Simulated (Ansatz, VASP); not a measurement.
**Ru: VASP beside Ansatz**

```
Ru
1.0
     2.69011    0.00000    0.00000
    -1.34505    2.32970    0.00000
     0.00000    0.00000    4.24981
Ru
2
Direct
  0.33333 0.66667 0.25000
  0.66667 0.33333 0.75000
```

Alike in both runs: functional PBEsol; k mesh 19 × 19 × 10; occupations fermi-dirac, width 0.05 eV; no spin polarisation.

Ansatz relaxed the structure, and its values are those at the end. VASP's run is a single point on that final structure, the one shown.

|  | VASP | Ansatz |
| --- | --- | --- |
| version | VASP 6.6.1 | Ansatz 0.2.0 |
| potentials or method | VASP PAW PBE potentials, release 64 (Ru_pv) | PAW with Ansatz's default frozen-core files, scalar-relativistic |
| plane-wave cutoff (eV) | 520 | 420 |
| valence electrons in the cell | 28 | 32 |

```tsv
	VASP	Ansatz	Ansatz less VASP
pressure (GPa)	0.0	0.0	+0.01
```

VASP's potentials were made for PBE, not for PBEsol. VASP's potentials hold 28 valence electrons a cell and Ansatz's 32, so a difference there can come from the potentials and not from the codes.
